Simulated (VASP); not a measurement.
# ScCu3 (Fm-3m) in VASP: relaxation of volume and atoms at fixed shape with LDA

Aim: the relaxation of volume and atoms at fixed shape of ScCu3 with LDA.

All numbers are computed with VASP 6.6.1; they aren't measurements. Logs are shortened: lines on timing, memory, paths and dates and some standing lists are left out, and cuts for length are marked.

## Step 1: The cell of the first run

It takes space group Fm-3m (No. 225, cubic). Conventional cell: a = 6.067 Å, b = 6.067 Å, c = 6.067 Å, α = 90.00°, β = 90.00°, γ = 90.00°. Within 3.5 Å of Sc (site symmetry m-3m) lie 14 Cu at 2.63 to 3.03 Å. Cu (site symmetry m-3m) has 8 Cu at 2.63 Å and 6 Sc at 3.03 Å within 3.5 Å. Within 3.5 Å of Cu (site symmetry -43m) lie 4 Sc at 2.63 Å and 10 Cu at 2.63 to 3.03 Å.

## Step 2: Relaxation of volume and atoms at fixed shape, LDA

The input, INCAR:

```
SYSTEM = ScCu3
PREC = Accurate
ENCUT = 820
EDIFF = 1E-7
ISMEAR = 0
SIGMA = 0.1
LREAL = .False.
LASPH = .True.
NELM = 120
ALGO = Normal
ISIF = 8
LWAVE = .False.
LCHARG = .False.
GGA = CA
IBRION = 2
NSW = 60
EDIFFG = -0.03
GGA_COMPAT = .False.
NELMIN = 4
```

The input, KPOINTS:

```
Automatic mesh
0
Gamma
  7 7 7
  0 0 0
```

The input, POSCAR:

```
ScCu3
1.0
    0.0000000000      3.0334720000      3.0334720000
    3.0334720000      0.0000000000      3.0334720000
    3.0334720000      3.0334720000      0.0000000000
Sc Cu
1 3
Direct
    0.0000000000      0.0000000000      0.0000000000
    0.5000000000      0.5000000000      0.5000000000
    0.2500000000      0.2500000000      0.2500000000
    0.7500000000      0.7500000000      0.7500000000
```

Potentials or basis: VASP PAW LDA potentials, release 64 (Sc_sv, Cu_sv_GW).

Run with:

```
> cat potpaw_LDA.64/Sc_sv/POTCAR potpaw_LDA.64/Cu_sv_GW/POTCAR > POTCAR
> mpirun -np 1 vasp_std > vasp.out
```

OUTCAR:

```text
SYSTEM = ScCu3
   PREC = Accurate
   ENCUT = 820
   EDIFF = 1E-7
   ISMEAR = 0
   LREAL = .False.
   LASPH = .True.
   NELM = 120
   ISIF = 8
   GGA = CA
   IBRION = 2
   NSW = 60
   EDIFFG = -0.03
   NELMIN = 4

 ion  position               nearest neighbor table
   1  0.000  0.000  0.000-   4 2.63   4 2.63   4 2.63   3 2.63   4 2.63   3 2.63   3 2.63   3 2.63
                             2 3.03   2 3.03   2 3.03   2 3.03   2 3.03   2 3.03
   2  0.500  0.500  0.500-   3 2.63   3 2.63   3 2.63   3 2.63   4 2.63   4 2.63   4 2.63   4 2.63
                             1 3.03   1 3.03   1 3.03   1 3.03   1 3.03   1 3.03
   3  0.250  0.250  0.250-   1 2.63   1 2.63   1 2.63   1 2.63   2 2.63   2 2.63   2 2.63   2 2.63

   4  0.750  0.750  0.750-   2 2.63   2 2.63   2 2.63   1 2.63   2 2.63   1 2.63   1 2.63   1 2.63

  LATTYP: Found a face centered cubic cell.
 ALAT       =     6.0669440000

  Lattice vectors:

 A1 = (   0.0000000000,   3.0334720000,   3.0334720000)
 A2 = (   3.0334720000,   0.0000000000,   3.0334720000)
 A3 = (   3.0334720000,   3.0334720000,   0.0000000000)

Analysis of symmetry for initial positions (statically):
=====================================================================
 Subroutine PRICEL returns:
 Original cell was already a primitive cell.

 Routine SETGRP: Setting up the symmetry group for a
 face centered cubic supercell.

 Subroutine GETGRP returns: Found 48 space group operations
 (whereof 48 operations were pure point group operations)
 out of a pool of 48 trial point group operations.

The static configuration has the point symmetry O_h .

Analysis of symmetry for dynamics (positions and initial velocities):
=====================================================================
 Subroutine PRICEL returns:
 Original cell was already a primitive cell.

 Routine SETGRP: Setting up the symmetry group for a
 face centered cubic supercell.

 Subroutine GETGRP returns: Found 48 space group operations
 (whereof 48 operations were pure point group operations)
 out of a pool of 48 trial point group operations.

The dynamic configuration has the point symmetry O_h .

 Subroutine INISYM returns: Found 48 space group operations
 (whereof 48 operations are pure point group operations),
 and found     1 'primitive' translations

----------------------------------------------------------------------------------------

                                     Primitive cell

  volume of cell :      55.8277

  direct lattice vectors                    reciprocal lattice vectors
     0.000000000  3.033472000  3.033472000    -0.164827630  0.164827630  0.164827630
     3.033472000  0.000000000  3.033472000     0.164827630 -0.164827630  0.164827630
     3.033472000  3.033472000  0.000000000     0.164827630  0.164827630 -0.164827630

  length of vectors
     4.289977243  4.289977243  4.289977243     0.285489829  0.285489829  0.285489829

  position of ions in fractional coordinates (direct lattice)
     0.000000000  0.000000000  0.000000000
     0.500000000  0.500000000  0.500000000
     0.250000000  0.250000000  0.250000000
     0.750000000  0.750000000  0.750000000

  ion indices of the primitive-cell ions
   primitive index   ion index
                 1           1
                 2           2
                 3           3
                 4           4

----------------------------------------------------------------------------------------

 KPOINTS: Automatic mesh

Automatic generation of k-mesh.
 Grid dimensions read from file:
 generate k-points for:    7    7    7

 Generating k-lattice:

  Cartesian coordinates                     Fractional coordinates (reciprocal lattice)
    -0.023546804  0.023546804  0.023546804     0.142857143  0.000000000  0.000000000
     0.023546804 -0.023546804  0.023546804     0.000000000  0.142857143  0.000000000
     0.023546804  0.023546804 -0.023546804     0.000000000  0.000000000  0.142857143

  Length of vectors
     0.040784261  0.040784261  0.040784261

  Shift w.r.t. Gamma in fractional coordinates (k-lattice)
     0.000000000  0.000000000  0.000000000

 Subroutine IBZKPT returns following result:
 ===========================================

 Found     20 irreducible k-points:

 Following reciprocal coordinates:
            Coordinates               Weight
  0.000000  0.000000  0.000000      1.000000
  0.142857  0.000000  0.000000      8.000000
  0.285714  0.000000  0.000000      8.000000
  0.428571  0.000000  0.000000      8.000000
  0.142857  0.142857  0.000000      6.000000
  0.285714  0.142857  0.000000     24.000000
[... 12 lines left out ...]
 -0.428571  0.428571  0.142857     24.000000
 -0.285714  0.428571  0.142857     24.000000
   k-points           NKPTS =     20   k-points in BZ     NKDIM =     20   number of bands    NBANDS=     40
   number of dos      NEDOS =    301   number of ions     NIONS =      4
   total plane-waves  NPLWV =  64000
   dimension x,y,z NGX =    40 NGY =   40 NGZ =   40
   dimension x,y,z NGXF=    80 NGYF=   80 NGZF=   80
   ions per type =               1   3
   NGX,Y,Z   is equivalent  to a cutoff of  15.50, 15.50, 15.50 a.u.
   NGXF,Y,Z  is equivalent  to a cutoff of  31.00, 31.00, 31.00 a.u.
 SYSTEM =  ScCu3
   PREC   = accura    normal or accurate (medium, high low for compatibility)
   ISTART =      0    job   : 0-new  1-cont  2-samecut
   ICHARG =      2    charge: 1-file 2-atom 10-const
   ISPIN  =      1    spin polarized calculation?
   LNONCOLLINEAR =      F non collinear calculations
   LSORBIT =      F    spin-orbit coupling
   LASPH  =      T    aspherical Exc in radial PAW
   ENCUT  =  820.0 eV  60.27 Ry    7.76 a.u.  10.02 10.02 10.02*2*pi/ulx,y,z
   NELM   =    120;   NELMIN=  4; NELMDL= -5     # of ELM steps
   EDIFF  = 0.1E-06   stopping-criterion for ELM
   LREAL  =      F    real-space projection
   EDIFFG = -.3E-01   stopping-criterion for IOM
   NSW    =     60    number of steps for IOM
   IBRION =      2    ionic relax: 0-MD 1-quasi-New 2-CG
   NFREE  =      1    steps in history (QN), initial steepest desc. (CG)
   ISIF   =      8    stress and relaxation
   ISYM   =      2    0-nonsym 1-usesym 2-fastsym
   POTIM  = 0.5000    time-step for ionic-motion
   TEBEG  =    0.0;   TEEND  =   0.0 temperature during run
   PSTRESS=    0.0 pullay stress
   NELECT =      68.0000    total number of electrons
   NUPDOWN=      -1.0000    fix difference up-down
   EMIN   =  10.00;   EMAX   =-10.00  energy-range for DOS
   EFERMI =   0.00;   METHOD = LEGACY
   ISMEAR =     0;   SIGMA  =   0.10  broadening in eV -4-tet -1-fermi 0-gaus
   EFERMI_NEDOS =   21; number of points for ismear=-14 and -15
   IALGO  =     38    algorithm
   IMIX   =      4    mixing-type and parameters
     AMIX     =   0.40;   BMIX     =  1.00
     AMIX_MAG =   1.60;   BMIX_MAG =  1.00
  volume/ion in A,a.u.               =      13.96        94.19
  Fermi-wavevector in a.u.,A,eV,Ry     =   1.748348  3.303898 41.589197  3.056720
  Thomas-Fermi vector in A             =   2.819472
   LORBIT       =      0    0 simple, 1 ext, 2 COOP (PROOUT), +10 PAW based schemes
   GGA     = CA    functional components
   LHFCALC =     F    Hartree Fock is set to
   AEXX    =    0.0000 exact exchange contribution
   IVDW    =     0    specifies the selected vdW correction
   LEPSILON=     F    determine dielectric tensor
   LRPA    =     F    only Hartree local field effects (RPA)
 conjugate gradient relaxation of ions
 non-spin polarized calculation
 Gauss-broadening in eV      SIGMA  =   0.10
  energy-cutoff  :      820.00
  volume of cell :       55.83
 maximum number of plane-waves:      2995
   NGX = 21   NGY = 21   NGZ = 21

--------------------------------------- Ionic step        1  -------------------------------------------

 number of electron      68.0000031 magnetization

 Free energy of the ion-electron system (eV)
  ---------------------------------------------------
  ext. energy  EPLUGINS =         0.00000000
  ---------------------------------------------------
  free energy    TOTEN  =       -21.84777194 eV

  energy without entropy =      -21.83282349  energy(sigma->0) =      -21.84029771

------------------------ aborting loop because EDIFF is reached ----------------------------------------

  FORCE on cell =-STRESS in cart. coord.  units (eV):
  Direction    XX          YY          ZZ          XY          YZ          ZX
  --------------------------------------------------------------------------------------
  -------------------------------------------------------------------------------------
  Total       -2.6964085     -2.6964085     -2.6964085     -0.0000000     -0.0000000      0.0000000
  in kB      -77.3831304    -77.3831304    -77.3831304     -0.0000000     -0.0000000      0.0000000
  external PRESSURE =     -77.3831304 kB  Pullay stress =       0.0000000 kB

 VOLUME and BASIS-vectors are now :
 -----------------------------------------------------------------------------
  energy-cutoff  :      820.00
  volume of cell :       55.83
      direct lattice vectors                 reciprocal lattice vectors
     0.000000000  3.033472000  3.033472000    -0.164827630  0.164827630  0.164827630
     3.033472000  0.000000000  3.033472000     0.164827630 -0.164827630  0.164827630
     3.033472000  3.033472000  0.000000000     0.164827630  0.164827630 -0.164827630
[... 39 lines left out ...]
 POSITION                                       TOTAL-FORCE (eV/Angst)
 -----------------------------------------------------------------------------------
      2.93482      5.86964      2.93482        -0.000000     -0.000000      0.000000
      2.93482      2.93482      2.93482        -0.000000     -0.000000      0.000000
      1.46741      1.46741      1.46741        -0.000000     -0.000000     -0.000000
      4.40223      4.40223      4.40223         0.000000      0.000000      0.000000
 -----------------------------------------------------------------------------------
    total drift:                               -0.000000     -0.000000      0.000000

  FREE ENERGIE OF THE ION-ELECTRON SYSTEM (eV)
  ---------------------------------------------------
  free  energy   TOTEN  =       -21.8957447509 eV

  energy  without entropy=      -21.8842384099  energy(sigma->0) =      -21.88999158

--------------------------------------- Ionic step        3  -------------------------------------------

 number of electron      67.9999979 magnetization

 Free energy of the ion-electron system (eV)
  ---------------------------------------------------
  ext. energy  EPLUGINS =         0.00000000
  ---------------------------------------------------
  free energy    TOTEN  =       -21.93137076 eV

  energy without entropy =      -21.91873780  energy(sigma->0) =      -21.92505428

 E-fermi :   6.9457     XC(G=0): -13.1663

 val. band max:        6.9038013218   @ k =   0.1429   0.0000   0.0000
 cond. band min:       6.9593488911   @ k =  -0.4286   0.4286   0.0000
 fundamental gap:      0.0555475694
 Fermi energy:         6.9457044149

 k-point     1 :       0.0000    0.0000    0.0000
  band No.  band energies     occupation
      1    -105.0840      2.00000
      2    -105.0823      2.00000
      3    -104.7499      2.00000
      4     -63.0413      2.00000
      5     -63.0413      2.00000
      6     -63.0413      2.00000
[... 871 lines left out ...]
 POSITION                                       TOTAL-FORCE (eV/Angst)
 -----------------------------------------------------------------------------------
      0.00000      0.00000      0.00000        -0.000000      0.000000     -0.000000
      2.97286      2.97286      2.97286        -0.000000      0.000000      0.000000
      1.48643      1.48643      1.48643        -0.000000     -0.000000     -0.000000
      4.45928      4.45928      4.45928         0.000000      0.000000      0.000000
 -----------------------------------------------------------------------------------
    total drift:                               -0.000000     -0.000000      0.000000

  FREE ENERGIE OF THE ION-ELECTRON SYSTEM (eV)
  ---------------------------------------------------
  free  energy   TOTEN  =       -21.9313707612 eV

  energy  without entropy=      -21.9187377960  energy(sigma->0) =      -21.92505428

 reached required accuracy - stopping structural energy minimisation
```

Run time: 6.7 min. Hardware: 1 thread of Intel Xeon Platinum 8559C (Emerald Rapids), shared host; peak memory 0.26 GiB.

What came out:

```
Free energy                           : -21.9314 eV
Relaxed volume                        : 13.14 Å³/atom
Relaxed cell                          : a = 4.204 Å, b = 4.204 Å, c = 4.204 Å, α = 60.00°, β = 60.00°, γ = 60.00°
Space group after relaxing (to 0.1 Å) : Fm-3m (No. 225)
Energy gained by relaxing             : 20.9 meV/atom
Ionic steps                           : 3
Pressure after relaxing               : 0.0 GPa
Band gap on the k mesh                : zero (bands 34 and 35 overlap by 1.36 eV)
```

Step by step:
```csv
step,energy change (eV),largest force (eV/Å),pressure (GPa),volume (Å³)
1,0.0000,0.0000,-7.74,55.83
2,-0.0480,0.0000,5.85,50.56
3,-0.0836,0.0000,-0.04,52.55
```

Final structure:
```
Sc Cu
1.0
     0.00000    2.97286    2.97286
     2.97286    0.00000    2.97286
     2.97286    2.97286    0.00000
Sc Cu
1 3
Direct
  0.00000 0.00000 0.00000
  0.50000 0.50000 0.50000
  0.25000 0.25000 0.25000
  0.75000 0.75000 0.75000
```

The gap in the log of VASP goes by the Fermi energy; the results here count the filled bands.